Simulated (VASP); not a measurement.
Rh: relaxation of cell and atoms with PBEsol

Rh:

```xyz
2
Lattice="2.6975 0.0000 0.0000 -1.3488 2.3361 0.0000 0.0000 0.0000 4.3432" Properties=species:S:1:pos:R:3 pbc="T T T"
Rh    1.3488    0.7787    3.2574
Rh    0.0000    1.5574    1.0858
```

This isn't the form of Rh at room conditions, which is fcc.

```json
{
  "Program": "VASP 6.6.1",
  "Task": "relaxation of cell and atoms",
  "Functional": "PBEsol",
  "Potentials or basis": "VASP PAW PBE potentials, release 64 (Rh_pv)",
  "Cutoff": "600 eV",
  "k mesh": "18 × 18 × 10",
  "Occupations": "gaussian, width 0.1 eV",
  "Spin": "no spin polarisation",
  "Target pressure": "-1 GPa",
  "Dipole correction": "no",
  "Further INCAR settings": "ALGO = Fast; EDIFF = 1e-06; IBRION = 2; EDIFFG = -0.008; NSW = 70; ISIF = 3"
}
```

| Property | Result |
| --- | --- |
| Relaxed volume | 13.59 Å³/atom |
| Relaxed cell | a = 2.692 Å, b = 2.692 Å, c = 4.333 Å, α = 90.00°, β = 90.00°, γ = 120.00° |
| Space group after relaxing (to 0.1 Å) | P6_3/mmc (No. 194) |
| Energy change on relaxing (the run minimises the enthalpy) | -1.2 meV/atom |
| Ionic steps | 3 |
| Pressure after relaxing | -0.9 GPa |
| Band gap on the k mesh | zero (bands 15 and 16 overlap by 2.49 eV) |

Step by step:
```csv
step,energy change (eV),largest force (eV/Å),pressure (GPa),volume (Å³)
1,0.0000,0.0000,-2.92,27.37
2,0.0018,0.0000,3.89,26.73
3,-0.0023,0.0000,-0.95,27.19
```

Final structure:
```cif
data_structure
_symmetry_space_group_name_H-M 'P 1'
_symmetry_Int_Tables_number 1
_cell_length_a 2.6916
_cell_length_b 2.6916
_cell_length_c 4.3332
_cell_angle_alpha 90.000
_cell_angle_beta 90.000
_cell_angle_gamma 120.000
_cell_volume 27.19
loop_
_atom_site_label
_atom_site_type_symbol
_atom_site_fract_x
_atom_site_fract_y
_atom_site_fract_z
_atom_site_occupancy
Rh1 Rh 0.66667 0.33333 0.75000 1
Rh2 Rh 0.33333 0.66667 0.25000 1
```

Levels at points of the mesh, in eV from the Fermi level:
| k point | band 13 | band 14 | band 15 | band 16 | band 17 | band 18 |
| --- | --- | --- | --- | --- | --- | --- |
| (0.00, 0.00, 0.00) | -2.57 | -2.00 | -2.00 | 0.13 | 0.13 | 0.66 |
| (0.50, 0.00, 0.00) | -2.27 | 0.41 | 0.65 | 0.73 | 3.02 | 5.14 |
| (0.00, 0.00, 0.50) | -3.24 | -3.24 | -0.46 | -0.46 | -0.46 | -0.46 |
| (0.50, 0.00, 0.50) | -0.36 | -0.36 | 0.61 | 0.61 | 2.63 | 2.63 |

It took 96 s on 1 thread of Intel(R) Xeon(R) 6975P-C (Granite Rapids), on a shared host, peak memory 0.25 GiB.

Caveat: the cell is relaxed towards a set pressure, so the run minimises the enthalpy, not the energy; the PAW data sets were made with another functional, which shifts forces and pressure a little.
